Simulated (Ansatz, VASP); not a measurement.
One calculation of NaI, two programs

File POSCAR:

```
NaI
1.0
   -0.1937832335      3.1974233532      3.1974233532
    3.1974233532     -0.1937832335      3.1974233532
    3.1974233532      3.1974233532     -0.1937832335
Na I
1 1
Direct
    0.0000000000      0.0000000000      0.0000000000
    0.5000000000      0.5000000000      0.5000000000
```

INCAR.step1

```
SYSTEM = NaI
  ALGO = Normal
  EDIFF = 1E-5
  ENCUT = 520
  GGA = PE
  ISIF = 2
  ISMEAR = 0
  LASPH = .TRUE.
  LCHARG = .FALSE.
  LREAL = .FALSE.
  LWAVE = .TRUE.
  NBANDS = 14
  NELM = 80
  PREC = Accurate
  SIGMA = 0.01
```

The input INCAR.step2:

```
SYSTEM = NaI
  ALGO = Normal
  EDIFF = 1E-7
  ENCUT = 520
  GGA = PE
  HFSCREEN = 0.2079
  ISIF = 2
  ISMEAR = 0
  ISTART = 1
  LASPH = .TRUE.
  LCHARG = .FALSE.
  LHFCALC = .TRUE.
  LREAL = .FALSE.
  LWAVE = .FALSE.
  NBANDS = 14
  NELM = 80
  PREC = Accurate
  PRECFOCK = Normal
  SIGMA = 0.01
```

The input KPOINTS:

```
k-points
0
G
  4 4 4
  0 0 0
```

Input for Ansatz:

```yaml
crystal:
  lattice:
    - [-0.1937832335, 3.1974233532, 3.1974233532]
    - [3.1974233532, -0.1937832335, 3.1974233532]
    - [3.1974233532, 3.1974233532, -0.1937832335]
  atoms:
    - { symbol: Na, position: [0.0, 0.0, 0.0] }
    - { symbol: I, position: [0.5, 0.5, 0.5] }
kpoints:
  mp_grid: { grid: [4, 4, 4] }
  band_path:
    path:
      - [0.0, 0.0, 0.0]
      - [0.5, 0.0, 0.5]
      - [0.625, 0.25, 0.625]
      - [0.375, 0.375, 0.75]
      - [0.5, 0.5, 0.5]
      - [0.5, 0.25, 0.75]
    npoints: 1
hamiltonian:
  xc: hse06
scf:
  occupations: { method: fixed }
  n_extra_bands: 4
output:
  forces: true
  stress: true
  eigenvalues: true
```

Change from the starting cell: epitaxial_111 strain +5.0%.

Alike in both runs: task single point; functional HSE06; k mesh 4 × 4 × 4; no spin polarisation.

|  | VASP | Ansatz |
| --- | --- | --- |
| version | VASP 6.6.1 | Ansatz 0.2.0 |
| potentials or method | VASP PAW PBE potentials, release 64 (Na_pv, I) | plane waves, PAW |
| plane-wave cutoff (eV) | 520 | 420 |
| occupations | gaussian, width 0.01 eV | fixed |
| valence electrons in the cell | 14 | 26 |

|  | VASP | Ansatz | Ansatz less VASP |
| --- | --- | --- | --- |
| gap on the k mesh at the Fermi level (eV) | 4.24 | 4.26 | +0.019 |
| pressure (GPa) | -0.6 | -0.6 | 0.00 |
| traceless stress, the component that is largest in VASP (GPa) | 0.39 | 0.39 | +0.002 |

VASP's potentials hold 14 valence electrons a cell and Ansatz's 26, so a difference there can come from the potentials and not from the codes. Ansatz's warnings: stress exchange threshold loose, stress scf threshold loose.

Neither program's run includes spin-orbit coupling.
